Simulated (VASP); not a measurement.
Input of a VASP 6.6.1 run:

Contents of INCAR:

```
SYSTEM = MnSb
ALGO = Normal
EDIFF = 1E-6
ENCUT = 520
GGA = PE
GGA_COMPAT = .FALSE.
ISIF = 2
ISMEAR = -1
LASPH = .TRUE.
LCHARG = .FALSE.
LMAXMIX = 4
LORBIT = 11
LORBMOM = .TRUE.
LREAL = .FALSE.
LSORBIT = .TRUE.
LWAVE = .FALSE.
MAGMOM = 0 0 4 0 0 0
NBANDS = 30
NELM = 150
PREC = Accurate
SIGMA = 0.03
```

The input KPOINTS:

```
k-points
0
G
  11 11 11
  0 0 0
```

Contents of POSCAR:

```
MnSb
1.0
    0.0000000000      2.7858175484      2.7858175484
    2.7858175484      0.0000000000      2.7858175484
    2.7858175484      2.7858175484      0.0000000000
Mn Sb
1 1
Direct
    0.0000000000      0.0000000000      0.0000000000
    0.5000000000      0.5000000000      0.5000000000
```

Potentials or basis: VASP PAW PBE potentials, release 64 (Mn_pv, Sb).

Run with:

```bash
$ cat potpaw_PBE.64/Mn_pv/POTCAR potpaw_PBE.64/Sb/POTCAR > POTCAR
$ mpirun -np 1 vasp_ncl > vasp.out
```

Problem. Predict the pressure.

Solution. 0.1 GPa.

Problem. Predict the net moment.

Solution. 3.79 μB per cell.

Moments on the atoms (μB; x, y, z):
```
Mn   0.00  0.00  3.72
Sb   0.00  0.00 -0.10
```

Caveat: a cell with one magnetic atom can't hold antiferromagnetic order, which such compounds often take.
